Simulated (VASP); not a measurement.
# TiB2 (P6/mmm) in VASP: single point with LDA

Aim: the single point of TiB2 with LDA.

Program: VASP 6.6.1. These are calculated values, not measurements. Logs are shortened: lines on timing, memory, paths and dates and some standing lists are left out, and cuts for length are marked.

### 1 The cell of the first run

The structure is hexagonal, space group P6/mmm (No. 191). The conventional cell has a = 3.032 Å, b = 3.032 Å, c = 3.224 Å, α = 90.00°, β = 90.00°, γ = 120.00°. Ti (site symmetry 6/mmm) has 12 B at 2.38 Å and 6 Ti at 3.03 Å within 3.1 Å. B (site symmetry -6m2) has 3 B at 1.75 Å and 6 Ti at 2.38 Å within 2.4 Å.

### 2 Single point, LDA

Input file INCAR:

```
ALGO     = Normal         # electronic algorithm
EDIFF    = 1E-6           # SCF threshold, eV
ENCUT    = 500            # plane-wave cutoff, eV
GGA      = CA             # functional
GGA_COMPAT= False        
ISIF     = 2              # what is computed and relaxed
ISMEAR   = 1              # smearing method
LASPH    = True           # aspherical terms in the spheres
LCHARG   = False          # write CHGCAR
LREAL    = Auto         
LWAVE    = False          # write WAVECAR
NBANDS   = 132            # bands
NELM     = 120            # most SCF steps
PREC     = Accurate       # precision mode
SIGMA    = 0.1            # smearing width, eV
```

Input file KPOINTS:

```
k-points
0
Gamma
  3 2 2
```

Input file POSCAR:

```
TiB2
1.0
    6.0635047162      0.0000000578      0.0000000000
   -4.5476286123      7.8767236369      0.0000000000
    0.0000000000      0.0000000000      6.4483601606
Ti B
12 24
Direct
    0.0000000000      0.0000000000      0.0000000000
    0.0000000000      0.0000000000      0.5000000000
    0.0000000000      0.3333333333      0.0000000000
    0.0000000000      0.3333333333      0.5000000000
    0.0000000000      0.6666666667      0.0000000000
    0.0000000000      0.6666666667      0.5000000000
    0.5000000000      0.0000000000      0.0000000000
    0.5000000000      0.0000000000      0.5000000000
    0.5000000000      0.3333333333      0.0000000000
    0.5000000000      0.3333333333      0.5000000000
    0.5000000000      0.6666666667      0.0000000000
    0.5000000000      0.6666666667      0.5000000000
    0.1666666666      0.2222222222      0.2500000000
    0.3333333334      0.1111111111      0.2500000000
    0.1666666666      0.2222222222      0.7500000000
    0.3333333334      0.1111111111      0.7500000000
    0.1666666666      0.5555555556      0.2500000000
    0.3333333334      0.4444444444      0.2500000000
    0.1666666666      0.5555555556      0.7500000000
    0.3333333334      0.4444444444      0.7500000000
    0.1666666666      0.8888888889      0.2500000000
    0.3333333334      0.7777777778      0.2500000000
    0.1666666666      0.8888888889      0.7500000000
    0.3333333334      0.7777777778      0.7500000000
    0.6666666666      0.2222222222      0.2500000000
    0.8333333333      0.1111111111      0.2500000000
    0.6666666666      0.2222222222      0.7500000000
    0.8333333333      0.1111111111      0.7500000000
    0.6666666666      0.5555555556      0.2500000000
    0.8333333333      0.4444444444      0.2500000000
    0.6666666666      0.5555555556      0.7500000000
    0.8333333333      0.4444444444      0.7500000000
    0.6666666666      0.8888888889      0.2500000000
    0.8333333333      0.7777777778      0.2500000000
    0.6666666666      0.8888888889      0.7500000000
    0.8333333333      0.7777777778      0.7500000000
```

Potentials or basis: VASP PAW LDA potentials, release 64 (Ti_sv, B).

The run is started by

```console
cat potpaw_LDA.64/Ti_sv/POTCAR potpaw_LDA.64/B/POTCAR > POTCAR
mpirun -np 1 vasp_std > vasp.out
```

OUTCAR:

```text
EDIFF = 1E-6
   ENCUT = 500
   GGA = CA
   ISIF = 2
   ISMEAR = 1
   LASPH = True
   LREAL = Auto
   NELM = 120
   PREC = Accurate

 ion  position               nearest neighbor table
   1  0.000  0.000  0.000-  21 2.38  23 2.38  13 2.38  15 2.38  34 2.38  36 2.38  26 2.38  28 2.38
                            33 2.38  14 2.38  35 2.38  16 2.38
   2  0.000  0.000  0.500-  21 2.38  23 2.38  13 2.38  15 2.38  34 2.38  36 2.38  26 2.38  28 2.38
                            33 2.38  14 2.38  35 2.38  16 2.38
   3  0.000  0.333  0.000-  13 2.38  15 2.38  26 2.38  28 2.38  30 2.38  32 2.38  27 2.38  20 2.38
                            25 2.38  18 2.38  19 2.38  17 2.38
   4  0.000  0.333  0.500-  13 2.38  15 2.38  26 2.38  28 2.38  30 2.38  32 2.38  27 2.38  20 2.38
                            25 2.38  18 2.38  19 2.38  17 2.38
   5  0.000  0.667  0.000-  17 2.38  19 2.38  21 2.38  23 2.38  34 2.38  36 2.38  29 2.38  31 2.38
                            22 2.38  24 2.38  30 2.38  32 2.38
   6  0.000  0.667  0.500-  17 2.38  19 2.38  21 2.38  23 2.38  34 2.38  36 2.38  29 2.38  31 2.38
                            22 2.38  24 2.38  30 2.38  32 2.38
   7  0.500  0.000  0.000-  14 2.38  16 2.38  33 2.38  35 2.38  25 2.38  27 2.38  22 2.38  24 2.38
                            26 2.38  28 2.38  23 2.38  21 2.38
   8  0.500  0.000  0.500-  14 2.38  16 2.38  33 2.38  35 2.38  25 2.38  27 2.38  22 2.38  24 2.38
                            26 2.38  28 2.38  23 2.38  21 2.38
   9  0.500  0.333  0.000-  25 2.38  27 2.38  18 2.38  20 2.38  14 2.38  16 2.38  30 2.38  32 2.38
[... 41 lines left out ...]
  30  0.833  0.444  0.250-  25 1.75  17 1.75  29 1.75  10 2.38   9 2.38   4 2.38   3 2.38   6 2.38
                             5 2.38
  31  0.667  0.556  0.750-  20 1.75  36 1.75  32 1.75  12 2.38  11 2.38   6 2.38   5 2.38  10 2.38
                             9 2.38
  32  0.833  0.444  0.750-  27 1.75  19 1.75  31 1.75  10 2.38   9 2.38   4 2.38   3 2.38   6 2.38
                             5 2.38
  33  0.667  0.889  0.250-  22 1.75  26 1.75  34 1.75   8 2.38   7 2.38  12 2.38  11 2.38   2 2.38
                             1 2.38
  34  0.833  0.778  0.250-  29 1.75  21 1.75  33 1.75   2 2.38   1 2.38  12 2.38  11 2.38   6 2.38
                             5 2.38
  35  0.667  0.889  0.750-  24 1.75  28 1.75  36 1.75   8 2.38   7 2.38  12 2.38  11 2.38   2 2.38
                             1 2.38
  36  0.833  0.778  0.750-  31 1.75  23 1.75  35 1.75   2 2.38   1 2.38  12 2.38  11 2.38   6 2.38
                             5 2.38

  LATTYP: Found a simple monoclinic cell.
 ALAT       =     6.0635047162
 B/A-ratio  =     1.0634707916
 C/A-ratio  =     1.3228756555
 COS(beta)  =    -0.1889822365

  Lattice vectors:

 A1 = (   6.0635047162,   0.0000000578,   0.0000000000)
 A2 = (   0.0000000000,   0.0000000000,   6.4483601606)
 A3 = (  -1.5158761039,  -7.8767236947,   0.0000000000)

Analysis of symmetry for initial positions (statically):
=====================================================================
 Subroutine PRICEL returns following result:

  LATTYP: Found a hexagonal cell.
 ALAT       =     3.0317523581
 C/A-ratio  =     1.0634707916

  Lattice vectors:

 A1 = (   3.0317523581,   0.0000000289,   0.0000000000)
 A2 = (  -1.5158762039,   2.6255745454,   0.0000000000)
 A3 = (   0.0000000000,   0.0000000000,   3.2241800803)

  12 primitive cells build up your supercell.

 Routine SETGRP: Setting up the symmetry group for a
 simple monoclinic supercell.

 Subroutine GETGRP returns: Found  4 space group operations
 (whereof  4 operations were pure point group operations)
 out of a pool of  4 trial point group operations.

The static configuration has the point symmetry C_2h.

Analysis of symmetry for dynamics (positions and initial velocities):
=====================================================================
 Subroutine PRICEL returns following result:

  LATTYP: Found a hexagonal cell.
 ALAT       =     3.0317523581
 C/A-ratio  =     1.0634707916

  Lattice vectors:

 A1 = (   3.0317523581,   0.0000000289,   0.0000000000)
 A2 = (  -1.5158762039,   2.6255745454,   0.0000000000)
 A3 = (   0.0000000000,   0.0000000000,   3.2241800803)

  12 primitive cells build up your supercell.

 Routine SETGRP: Setting up the symmetry group for a
 simple monoclinic supercell.

 Subroutine GETGRP returns: Found  4 space group operations
 (whereof  4 operations were pure point group operations)
 out of a pool of  4 trial point group operations.

The dynamic configuration has the point symmetry C_2h.

[... 61 lines left out ...]
|                                                                             |
|        The reciprocal lattice is simple monoclinic,                         |
|        whereas your k-lattice is hexagonal.                                 |
|                                                                             |
|     Results are often still useful ...                                      |
|                                                                             |
 -----------------------------------------------------------------------------

 Subroutine IBZKPT returns following result:
 ===========================================

 Found      8 irreducible k-points:

 Following reciprocal coordinates:
            Coordinates               Weight
  0.000000  0.000000  0.000000      1.000000
  0.333333  0.000000  0.000000      2.000000
 -0.000000  0.500000  0.000000      1.000000
  0.333333  0.500000  0.000000      2.000000
  0.000000  0.000000  0.500000      1.000000
  0.333333  0.000000  0.500000      2.000000
 -0.000000  0.500000  0.500000      1.000000
  0.333333  0.500000  0.500000      2.000000
   k-points           NKPTS =      8   k-points in BZ     NKDIM =      8   number of bands    NBANDS=    132
   number of dos      NEDOS =    301   number of ions     NIONS =     36
   total plane-waves  NPLWV = 161280
   dimension x,y,z NGX =    48 NGY =   70 NGZ =   48
   dimension x,y,z NGXF=    96 NGYF=  140 NGZF=   96
   ions per type =              12  24
   NGX,Y,Z   is equivalent  to a cutoff of  13.16, 12.79, 12.37 a.u.
   NGXF,Y,Z  is equivalent  to a cutoff of  26.32, 25.59, 24.75 a.u.
 SYSTEM =  unknown system
   PREC   = accura    normal or accurate (medium, high low for compatibility)
   ISTART =      0    job   : 0-new  1-cont  2-samecut
   ICHARG =      2    charge: 1-file 2-atom 10-const
   ISPIN  =      1    spin polarized calculation?
   LNONCOLLINEAR =      F non collinear calculations
   LSORBIT =      F    spin-orbit coupling
   LASPH  =      T    aspherical Exc in radial PAW
   ENCUT  =  500.0 eV  36.75 Ry    6.06 a.u.  11.06 16.58 11.76*2*pi/ulx,y,z
   NELM   =    120;   NELMIN=  2; NELMDL= -5     # of ELM steps
   EDIFF  = 0.1E-05   stopping-criterion for ELM
   LREAL  =      T    real-space projection
   EDIFFG = 0.1E-04   stopping-criterion for IOM
   NSW    =      0    number of steps for IOM
   IBRION =     -1    ionic relax: 0-MD 1-quasi-New 2-CG
   NFREE  =      0    steps in history (QN), initial steepest desc. (CG)
   ISIF   =      2    stress and relaxation
   ISYM   =      2    0-nonsym 1-usesym 2-fastsym
   POTIM  = 0.5000    time-step for ionic-motion
   TEBEG  =    0.0;   TEEND  =   0.0 temperature during run
   PSTRESS=    0.0 pullay stress
   NELECT =     216.0000    total number of electrons
   NUPDOWN=      -1.0000    fix difference up-down
   EMIN   =  10.00;   EMAX   =-10.00  energy-range for DOS
   EFERMI =   0.00;   METHOD = LEGACY
   ISMEAR =     1;   SIGMA  =   0.10  broadening in eV -4-tet -1-fermi 0-gaus
   EFERMI_NEDOS =   21; number of points for ismear=-14 and -15
   IALGO  =     38    algorithm
   IMIX   =      4    mixing-type and parameters
     AMIX     =   0.40;   BMIX     =  1.00
     AMIX_MAG =   1.60;   BMIX_MAG =  1.00
  volume/ion in A,a.u.               =       8.55        57.73
  Fermi-wavevector in a.u.,A,eV,Ry     =   1.454521  2.748645 28.784896  2.115630
  Thomas-Fermi vector in A             =   2.571662
   LORBIT       =      0    0 simple, 1 ext, 2 COOP (PROOUT), +10 PAW based schemes
   GGA     = CA    functional components
   LHFCALC =     F    Hartree Fock is set to
   AEXX    =    0.0000 exact exchange contribution
   IVDW    =     0    specifies the selected vdW correction
   LEPSILON=     F    determine dielectric tensor
   LRPA    =     F    only Hartree local field effects (RPA)
 non-spin polarized calculation
 Methfessel and Paxton  Order N= 1 SIGMA  =   0.10
  energy-cutoff  :      500.00
  volume of cell :      307.98
 maximum number of plane-waves:      7832
 NGX is ok and might be reduce to    48
   NGX = 23   NGY = 33   NGZ = 23

 number of electron     216.0000009 magnetization

 Free energy of the ion-electron system (eV)
  ---------------------------------------------------
  ext. energy  EPLUGINS =         0.00000000
  ---------------------------------------------------
  free energy    TOTEN  =      -322.18202416 eV

  energy without entropy =     -322.17875510  energy(sigma->0) =     -322.18093448

 E-fermi :   9.8211     XC(G=0): -12.9513

 val. band max:        9.7112516705   @ k =   0.0000   0.0000   0.0000
 cond. band min:       9.8815146025   @ k =   0.3333   0.5000   0.0000
 fundamental gap:      0.1702629320
 Fermi energy:         9.8210719411

 k-point     1 :       0.0000    0.0000    0.0000
  band No.  band energies     occupation
      1     -46.3319      2.00000
      2     -46.3161      2.00000
      3     -46.2890      2.00000
      4     -46.2890      2.00000
      5     -46.2746      2.00000
      6     -46.2746      2.00000
[... 973 lines left out ...]
    119      11.5265     -0.00000
    120      11.5265     -0.00000
 [bands above 120 left out]

------------------------ aborting loop because EDIFF is reached ----------------------------------------

  FORCE on cell =-STRESS in cart. coord.  units (eV):
  Direction    XX          YY          ZZ          XY          YZ          ZX
  --------------------------------------------------------------------------------------
  -------------------------------------------------------------------------------------
  Total      -17.1834717    -17.1347650    -27.8065842     -0.0073435      0.0000000      0.0000000
  in kB      -89.3928694    -89.1394844   -144.6570516     -0.0382030      0.0000000      0.0000000
  external PRESSURE =    -107.7298018 kB  Pullay stress =       0.0000000 kB

 VOLUME and BASIS-vectors are now :
 -----------------------------------------------------------------------------
  energy-cutoff  :      500.00
  volume of cell :      307.98
      direct lattice vectors                 reciprocal lattice vectors
     6.063504716  0.000000058  0.000000000     0.164921121  0.095217256  0.000000000
    -4.547628612  7.876723637  0.000000000    -0.000000001  0.126956339  0.000000000
     0.000000000  0.000000000  6.448360161     0.000000000  0.000000000  0.155078187

 POSITION                                       TOTAL-FORCE (eV/Angst)
 -----------------------------------------------------------------------------------
      0.00000      0.00000      0.00000        -0.000000     -0.000000     -0.000000
      0.00000      0.00000      3.22418        -0.000000     -0.000000     -0.000000
     -1.51588      2.62557      0.00000        -0.000000     -0.000000     -0.000000
     -1.51588      2.62557      3.22418        -0.000000     -0.000000     -0.000000
     -3.03175      5.25115      0.00000        -0.000000      0.000000     -0.000000
     -3.03175      5.25115      3.22418        -0.000000     -0.000000     -0.000000
[... 28 lines left out ...]
     -0.00000      7.00153      4.83627         0.000021     -0.000074     -0.000000
      1.51588      6.12634      4.83627        -0.000021      0.000074      0.000000
 -----------------------------------------------------------------------------------
    total drift:                                0.000000      0.000000      0.000000

  FREE ENERGIE OF THE ION-ELECTRON SYSTEM (eV)
  ---------------------------------------------------
  free  energy   TOTEN  =      -322.1820241618 eV

  energy  without entropy=     -322.1787551033  energy(sigma->0) =     -322.18093448
```

It took 12 min on 1 thread of Oxide Virtual Turin-like, shared host; peak memory 0.39 GiB.

What came out:

```yaml
Free_energy: -322.1820 eV
Pressure: -10.8 GPa
Band_gap_on_the_k_mesh: zero (bands 108 and 109 overlap by 0.58 eV)
```

Caveat: the k points lie up to 0.49 Å⁻¹ apart, too coarse for converged energies and pressures of a metal.

The gap in the log of VASP goes by the Fermi energy; the results here count the filled bands.